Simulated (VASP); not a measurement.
# V (Fmmm) in VASP: a series of runs

V is run at these levels: PBE; tasks: single point.

Everything below comes from runs of VASP 6.6.1. Logs are shortened: lines on timing, memory, paths and dates and some standing lists are left out, and cuts for length are marked.

### 1 The cell of the first run

It takes space group Fmmm (No. 69, orthorhombic). Conventional cell: a = 3.026 Å, b = 4.119 Å, c = 4.440 Å, α = 90.00°, β = 90.00°, γ = 90.00°. Within 3.4 Å of V (site symmetry mmm) lie 14 V at 2.56 to 3.03 Å.

### 2 Single point, PBE (strain -0.0750 x Voigt [0, 0, 0, 0, 0, 1])

The input, INCAR:

```
SYSTEM = V
  PREC = Accurate
  ENCUT = 520
  EDIFF = 1E-7
  ISMEAR = 0
  SIGMA = 0.15
  LREAL = .FALSE.
  LASPH = .TRUE.
  NELM = 100
  ALGO = Fast
  ISIF = 2
  LWAVE = .FALSE.
  LCHARG = .FALSE.
  GGA = PE
  NBANDS = 12
```

The input, KPOINTS:

```
regular mesh
0
G
  22 22 22
  0 0 0
```

The input, POSCAR:

```
V
1.0
   -1.5697375000      1.5697375000      1.5130000000
    1.5697375000     -1.5697375000      1.5130000000
    1.4562625000      1.4562625000     -1.5130000000
V
1
Direct
    0.0000000000      0.0000000000      0.0000000000
```

Potentials or basis: VASP PAW PBE potentials, release 64 (V_sv).

On the command line:

```
$ cat potpaw_PBE.64/V_sv/POTCAR > POTCAR
$ mpirun -np 1 vasp_std > vasp.out
```

OUTCAR:

```text
SYSTEM = V
   PREC = Accurate
   ENCUT = 520
   EDIFF = 1E-7
   ISMEAR = 0
   LREAL = .FALSE.
   LASPH = .TRUE.
   NELM = 100
   ISIF = 2
   GGA = PE

 ion  position               nearest neighbor table
   1  0.000  0.000  0.000-

  LATTYP: Found a face centered orthorhombic cell.
 ALAT       =     3.0260000000
 B/A-ratio  =     1.3611805538
 C/A-ratio  =     1.4672465710

  Lattice vectors:

 A1 = (  -0.1134750000,   3.0260000000,   0.0000000000)
 A2 = (  -1.5697375000,   1.5697375000,   1.5130000000)
 A3 = (   1.4562625000,   1.4562625000,   1.5130000000)

Analysis of symmetry for initial positions (statically):
=====================================================================
 Subroutine PRICEL returns:
 Original cell was already a primitive cell.

 Routine SETGRP: Setting up the symmetry group for a
 face centered orthorhombic supercell.

 Subroutine GETGRP returns: Found  8 space group operations
 (whereof  8 operations were pure point group operations)
 out of a pool of  8 trial point group operations.

The static configuration has the point symmetry D_2h.

Analysis of symmetry for dynamics (positions and initial velocities):
=====================================================================
 Subroutine PRICEL returns:
 Original cell was already a primitive cell.

 Routine SETGRP: Setting up the symmetry group for a
 face centered orthorhombic supercell.

 Subroutine GETGRP returns: Found  8 space group operations
 (whereof  8 operations were pure point group operations)
 out of a pool of  8 trial point group operations.

The dynamic configuration has the point symmetry D_2h.

 Subroutine INISYM returns: Found  8 space group operations
 (whereof  8 operations are pure point group operations),
 and found     1 'primitive' translations

----------------------------------------------------------------------------------------

                                     Primitive cell

  volume of cell :      13.8346

  direct lattice vectors                    reciprocal lattice vectors
    -1.569737500  1.569737500  1.513000000     0.012410049  0.330934643  0.330469266
     1.569737500 -1.569737500  1.513000000     0.330934643  0.012410049  0.330469266
     1.456262500  1.456262500 -1.513000000     0.343344692  0.343344692  0.000000000

  length of vectors
     2.686507145  2.686507145  2.555497982     0.467847928  0.467847928  0.485562720

  position of ions in fractional coordinates (direct lattice)
     0.000000000  0.000000000  0.000000000

  ion indices of the primitive-cell ions
   primitive index   ion index
                 1           1

----------------------------------------------------------------------------------------

 KPOINTS: regular mesh

Automatic generation of k-mesh.
 Grid dimensions read from file:
 generate k-points for:   22   22   22

 Generating k-lattice:

  Cartesian coordinates                     Fractional coordinates (reciprocal lattice)
     0.000564093  0.015042484  0.015021330     0.045454545  0.000000000  0.000000000
     0.015042484  0.000564093  0.015021330     0.000000000  0.045454545  0.000000000
     0.015606577  0.015606577  0.000000000     0.000000000  0.000000000  0.045454545

  Length of vectors
     0.021265815  0.021265815  0.022071033

  Shift w.r.t. Gamma in fractional coordinates (k-lattice)
     0.000000000  0.000000000  0.000000000

 Subroutine IBZKPT returns following result:
 ===========================================

 Found   1530 irreducible k-points:

 Following reciprocal coordinates:
            Coordinates               Weight
  0.000000  0.000000  0.000000      1.000000
  0.045455  0.000000 -0.000000      8.000000
  0.090909  0.000000 -0.000000      8.000000
  0.136364  0.000000  0.000000      8.000000
  0.181818  0.000000 -0.000000      8.000000
  0.227273 -0.000000 -0.000000      8.000000
[... 16 lines left out ...]
  0.500000  0.045455  0.000000      8.000000
 -0.454545  0.045455  0.000000      8.000000
 [... further k-points ...]
   k-points           NKPTS =   1530   k-points in BZ     NKDIM =   1530   number of bands    NBANDS=     12
   number of dos      NEDOS =    301   number of ions     NIONS =      1
   total plane-waves  NPLWV =   8000
   dimension x,y,z NGX =    20 NGY =   20 NGZ =   20
   dimension x,y,z NGXF=    40 NGYF=   40 NGZF=   40
   ions per type =               1
   NGX,Y,Z   is equivalent  to a cutoff of  12.38, 12.38, 13.01 a.u.
   NGXF,Y,Z  is equivalent  to a cutoff of  24.75, 24.75, 26.02 a.u.
 SYSTEM =  V
   PREC   = accura    normal or accurate (medium, high low for compatibility)
   ISTART =      0    job   : 0-new  1-cont  2-samecut
   ICHARG =      2    charge: 1-file 2-atom 10-const
   ISPIN  =      1    spin polarized calculation?
   LNONCOLLINEAR =      F non collinear calculations
   LSORBIT =      F    spin-orbit coupling
   LASPH  =      T    aspherical Exc in radial PAW
   ENCUT  =  520.0 eV  38.22 Ry    6.18 a.u.   5.00  5.00  4.75*2*pi/ulx,y,z
   NELM   =    100;   NELMIN=  2; NELMDL= -5     # of ELM steps
   EDIFF  = 0.1E-06   stopping-criterion for ELM
   LREAL  =      F    real-space projection
   EDIFFG = 0.1E-05   stopping-criterion for IOM
   NSW    =      0    number of steps for IOM
   IBRION =     -1    ionic relax: 0-MD 1-quasi-New 2-CG
   NFREE  =      0    steps in history (QN), initial steepest desc. (CG)
   ISIF   =      2    stress and relaxation
   ISYM   =      2    0-nonsym 1-usesym 2-fastsym
   POTIM  = 0.5000    time-step for ionic-motion
   TEBEG  =    0.0;   TEEND  =   0.0 temperature during run
   PSTRESS=    0.0 pullay stress
   NELECT =      13.0000    total number of electrons
   NUPDOWN=      -1.0000    fix difference up-down
   EMIN   =  10.00;   EMAX   =-10.00  energy-range for DOS
   EFERMI =   0.00;   METHOD = LEGACY
   ISMEAR =     0;   SIGMA  =   0.15  broadening in eV -4-tet -1-fermi 0-gaus
   EFERMI_NEDOS =   21; number of points for ismear=-14 and -15
   IALGO  =     68    algorithm
   IMIX   =      4    mixing-type and parameters
     AMIX     =   0.40;   BMIX     =  1.00
     AMIX_MAG =   1.60;   BMIX_MAG =  1.00
  volume/ion in A,a.u.               =      13.83        93.36
  Fermi-wavevector in a.u.,A,eV,Ry     =   1.603494  3.030165 34.983216  2.571194
  Thomas-Fermi vector in A             =   2.700148
   LORBIT       =      0    0 simple, 1 ext, 2 COOP (PROOUT), +10 PAW based schemes
   GGA     = PE    functional components
   LHFCALC =     F    Hartree Fock is set to
   AEXX    =    0.0000 exact exchange contribution
   IVDW    =     0    specifies the selected vdW correction
   LEPSILON=     F    determine dielectric tensor
   LRPA    =     F    only Hartree local field effects (RPA)
 non-spin polarized calculation
 RMM-DIIS sequential band-by-band and
 Gauss-broadening in eV      SIGMA  =   0.15
  energy-cutoff  :      520.00
  volume of cell :       13.83
 maximum number of plane-waves:       392
   NGX =  9   NGY =  9   NGZ =  9

 number of electron      12.9999996 magnetization

 Free energy of the ion-electron system (eV)
  ---------------------------------------------------
  ext. energy  EPLUGINS =         0.00000000
  ---------------------------------------------------
  free energy    TOTEN  =        -8.99159497 eV

  energy without entropy =       -8.97026593  energy(sigma->0) =       -8.98093045

 E-fermi :   9.3871     XC(G=0): -12.7556

 val. band max:        9.3870328728   @ k =   0.0909   0.0455   0.2727
 cond. band min:       9.3878927352   @ k =  -0.0909  -0.0909   0.0455
 fundamental gap:      0.0008598624
 Fermi energy:         9.3871493126

 k-point     1 :       0.0000    0.0000    0.0000
  band No.  band energies     occupation
      1     -54.3641      2.00000
      2     -27.7963      2.00000
      3     -27.6906      2.00000
      4     -27.6091      2.00000
      5       2.8572      2.00000
      6       9.3953      0.93910
      7       9.6862      0.00481
      8      10.1800      0.00000
      9      11.7537      0.00000
     10      11.8522      0.00000
     11      28.7378      0.00000
     12      29.6989      0.00000

 k-point     2 :       0.0455    0.0000   -0.0000
  band No.  band energies     occupation
      1     -54.3604      2.00000
      2     -27.8021      2.00000
      3     -27.7001      2.00000
      4     -27.6171      2.00000
      5       2.9392      2.00000
      6       9.4028      0.88237
      7       9.7005      0.00313
      8      10.1766      0.00000
      9      11.7208      0.00000
     10      11.8434      0.00000
     11      28.7434      0.00000
     12      29.6097      0.00000

 k-point     3 :       0.0909    0.0000   -0.0000
  band No.  band energies     occupation
      1     -54.3498      2.00000
      2     -27.8225      2.00000
      3     -27.7310      2.00000
      4     -27.6335      2.00000
      5       3.1808      2.00000
      6       9.3941      0.94788
      7       9.7367      0.00098
      8      10.1974      0.00000
      9      11.6267      0.00000
     10      11.8337      0.00000
     11      28.6649      0.00000
     12      29.3304      0.00000
[... 286 lines left out ...]
 k-point    23 :       0.5000    0.0455    0.0000
  band No.  band energies     occupation
      1     -54.1826      2.00000
      2     -28.5305      2.00000
      3     -27.9890      2.00000
      4     -27.6789      2.00000
      5       6.3502      2.00000
      6       8.2959      2.00000
      7      10.7038      0.00000
      8      11.7572      0.00000
      9      12.1810      0.00000
     10      13.4134      0.00000
     11      19.3297      0.00000
     12      24.6853      0.00000

 k-point    24 :      -0.4545    0.0455    0.0000
  band No.  band energies     occupation
      1     -54.1907      2.00000
      2     -28.4931      2.00000
      3     -27.9808      2.00000
      4     -27.6787      2.00000
      5       6.3243      2.00000
      6       8.3452      2.00000
      7      10.3787      0.00000
      8      11.7487      0.00000
      9      12.1317      0.00000
     10      13.1891      0.00000
     11      19.9531      0.00000
     12      24.8764      0.00000

 [... further k-points ...]

------------------------ aborting loop because EDIFF is reached ----------------------------------------

  FORCE on cell =-STRESS in cart. coord.  units (eV):
  Direction    XX          YY          ZZ          XY          YZ          ZX
  --------------------------------------------------------------------------------------
  -------------------------------------------------------------------------------------
  Total       -0.4034642     -0.4034642     -0.3380989      0.1282112      0.0000000      0.0000000
  in kB      -46.7250742    -46.7250742    -39.1551366     14.8481060      0.0000000      0.0000000
  external PRESSURE =     -44.2017617 kB  Pullay stress =       0.0000000 kB

 VOLUME and BASIS-vectors are now :
 -----------------------------------------------------------------------------
  energy-cutoff  :      520.00
  volume of cell :       13.83
      direct lattice vectors                 reciprocal lattice vectors
    -1.569737500  1.569737500  1.513000000     0.012410049  0.330934643  0.330469266
     1.569737500 -1.569737500  1.513000000     0.330934643  0.012410049  0.330469266
     1.456262500  1.456262500 -1.513000000     0.343344692  0.343344692  0.000000000

 POSITION                                       TOTAL-FORCE (eV/Angst)
 -----------------------------------------------------------------------------------
      0.00000      0.00000      0.00000        -0.000000      0.000000      0.000000
 -----------------------------------------------------------------------------------
    total drift:                                0.000000     -0.000000      0.000000

  FREE ENERGIE OF THE ION-ELECTRON SYSTEM (eV)
  ---------------------------------------------------
  free  energy   TOTEN  =        -8.9915949742 eV

  energy  without entropy=       -8.9702659344  energy(sigma->0) =       -8.98093045
```

Wall time 2.3 min (1 thread of Intel Xeon Platinum 8488C (Sapphire Rapids), shared host); peak memory 0.34 GiB.

What came out:

* Free energy: -8.9916 eV
* Pressure: -4.4 GPa
* Band gap on the k mesh: zero (an odd number of electrons rules out a gap without spin polarisation)

Stress tensor (GPa, compression positive):
```
-4.67  1.48  0.00
 1.48 -4.67  0.00
 0.00  0.00 -3.92
```

Levels at points of the mesh, in eV from the Fermi level:
```tsv
k point	band 5	band 6	band 7	band 8	band 9	band 10
(0.00, 0.00, 0.00)	-6.53	0.01	0.30	0.79	2.37	2.47
(0.50, 0.00, 0.00)	-3.08	-1.10	1.55	2.37	2.69	3.95
(0.50, 0.50, 0.00)	-3.12	-1.22	0.93	2.61	2.95	3.76
(0.00, 0.00, 0.50)	-3.08	-0.97	2.15	2.22	2.39	4.23
(0.50, 0.50, 0.50)	-2.90	-2.85	3.22	3.57	3.98	9.79
```

Caveat: the cell differs from its parent crystal (strain -0.0750 x Voigt [0, 0, 0, 0, 0, 1]); the cell stands under tension.

(Part 1 of 2 ends here.)
